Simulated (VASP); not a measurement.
AlRu:

```
CELL_PARAMETERS angstrom
3.00408 0.00000 0.00000
0.00000 3.00408 0.00000
0.00000 0.00000 3.00408
ATOMIC_POSITIONS crystal
Al 0.00000 0.00000 0.00000
Ru 0.50000 0.50000 0.50000
```

```yaml
Program: VASP 6.6.1
Task: relaxation of cell and atoms
Functional: LDA
Potentials_or_basis: VASP PAW LDA potentials, release 64 (Al, Ru_pv)
Cutoff: 600 eV
k_mesh: 14 × 14 × 14
Occupations: gaussian, width 0.1 eV
Spin: no spin polarisation
```

At the start: pressure -10.0 GPa; volume 13.56 Å³/atom.

How do energy, volume and symmetry change on relaxing?

Over 4 steps the energy falls by 20.8 meV/atom and the volume is 12.92 Å³/atom (-4.7 %); space group Pm-3m (No. 221, to 0.05 Å).

Step by step:
```tsv
step	energy change (eV)	largest force (eV/Å)	pressure (GPa)	volume (Å³)
1	0.0000	0.0000	-10.03	27.11
2	0.0776	0.0000	21.29	23.91
3	-0.0416	0.0000	-0.25	25.87
4	-0.0416	0.0000	-0.01	25.84
```

Final structure:
```cif
data_structure
_symmetry_space_group_name_H-M 'P 1'
_symmetry_Int_Tables_number 1
_cell_length_a 2.9564
_cell_length_b 2.9564
_cell_length_c 2.9564
_cell_angle_alpha 90.000
_cell_angle_beta 90.000
_cell_angle_gamma 90.000
_cell_volume 25.84
loop_
_atom_site_label
_atom_site_type_symbol
_atom_site_fract_x
_atom_site_fract_y
_atom_site_fract_z
_atom_site_occupancy
Al1 Al 0.00000 0.00000 0.00000 1
Ru1 Ru 0.50000 0.50000 0.50000 1
```
